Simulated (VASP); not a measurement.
Here is a VASP 6.6.1 calculation.

The input INCAR:

```
PREC = Accurate
ENCUT = 520
EDIFF = 1E-6
ISMEAR = 0
SIGMA = 0.02
LREAL = Auto
LASPH = True
NELM = 100
ALGO = Normal
ISIF = 2
LWAVE = False
LCHARG = False
GGA = PE
IVDW = 12
NBANDS = 52
NELECT = 74.0
```

File KPOINTS:

```
regular mesh
0
Gamma
  2 2 2
```

POSCAR

```
CuSi16
1.0
    0.0000000000      5.4300000000      5.4300000000
    5.4300000000      0.0000000000      5.4300000000
    5.4300000000      5.4300000000      0.0000000000
Si Cu
16 1
Direct
    0.0111361878      0.0123023020      0.0121684162
    0.1447211786      0.1307677716      0.1315254144
   -0.0057778085     -0.0007757827      0.4996013812
    0.1220204420      0.1283777164      0.6314125230
   -0.0053763352      0.4987940147     -0.0006115101
    0.1222089319      0.6312967772      0.1283291897
   -0.0143340700      0.5005335175      0.5004152855
    0.1175780847      0.6217009208      0.6219344383
    0.5140920810     -0.0084674033     -0.0086972376
    0.6335064457      0.1241845304      0.1239383057
    0.4944359116     -0.0041302026      0.4966510129
    0.6191478821      0.1260011050      0.6162589319
    0.4945403315      0.4968828729     -0.0045193370
    0.6194488029      0.6163237569      0.1255832413
    0.4906980663      0.4987798343      0.4983691529
    0.6139864641      0.6238450276      0.6234892265
    0.9071935543      0.8779480663      0.8791817680
```

Potentials or basis: VASP PAW PBE potentials, release 64 (Si, Cu).

Command:

```bash
$ cat potpaw_PBE.64/Si/POTCAR potpaw_PBE.64/Cu/POTCAR > POTCAR
$ mpirun -np 1 vasp_std > vasp.out
```

(1) Estimate the largest force.

(2) What does it give for the dispersion energy per atom?

Answers

(1) 0.028 eV/Å.

(2) -0.333 eV.

Caveat: the k points lie up to 0.50 Å⁻¹ apart; the cell carries a net charge on a neutralising background, which shifts energy and pressure.
